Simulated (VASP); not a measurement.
Wanted: the native input for a VASP 6.6.1 run.

```
Task                   : relaxation of cell and atoms
Functional             : PBE
Potentials or basis    : VASP PAW PBE potentials, release 64 (H, As, F)
Cutoff                 : 600 eV
k mesh                 : 6 × 6 × 6
Occupations            : gaussian, width 0.1 eV
Spin                   : no spin polarisation
Dipole correction      : no
Further INCAR settings : ALGO = Normal; EDIFF = 1e-07; IBRION = 2; EDIFFG = -0.04; NSW = 90; ISIF = 3
```

The structure of AsHF lies in POSCAR:

```
AsHF
1.0
    3.1132685275      0.0000000000      0.0000000000
    0.0000000000      3.1132685275      0.0000000000
    0.0000000000      0.0000000000      3.3900241318
H As F
1 1 1
Direct
    0.5000000000      0.5000000000      0.5000000000
    0.5000000000      0.5000000000      0.0000000000
    0.0000000000      0.0000000000      0.5000000000
```

The cell was generated, and may not be a known phase.

The input as run:

INCAR

```
SYSTEM = AsHF
PREC = Accurate
ENCUT = 600
EDIFF = 1E-7
ISMEAR = 0
SIGMA = 0.1
LREAL = .FALSE.
LASPH = .TRUE.
NELM = 120
ALGO = Normal
ISIF = 3
LWAVE = .FALSE.
LCHARG = .FALSE.
GGA = PE
IBRION = 2
NSW = 90
EDIFFG = -0.04
GGA_COMPAT = .FALSE.
NELMIN = 4
```

KPOINTS

```
Automatic mesh
0
G
  6 6 6
  0 0 0
```

Potentials or basis: VASP PAW PBE potentials, release 64 (H, As, F).

Command:

```sh
$ cat potpaw_PBE.64/H/POTCAR potpaw_PBE.64/As/POTCAR potpaw_PBE.64/F/POTCAR > POTCAR
$ mpirun -np 1 vasp_std > vasp.out
```

It gave:

```yaml
Relaxed_volume: 10.82 Å³/atom
Relaxed_cell: a = 3.084 Å, b = 3.084 Å, c = 3.411 Å, α = 90.00°, β = 90.00°, γ = 90.00°
Space_group_after_relaxing_to_0.1_Å: P4/mmm (No. 123)
Energy_gained_by_relaxing: 1.2 meV/atom
Ionic_steps: 4
Pressure_after_relaxing: 0.0 GPa
Band_gap_on_the_k_mesh: zero (an odd number of electrons rules out a gap without spin polarisation)
```

Caveat: an odd number of electrons without spin polarisation forces a metal; a magnetic or distorted state may lie lower.

Run time: 33 s on 1 thread of Oxide Virtual Turin-like Processor (shared host), peak memory 0.14 GiB.
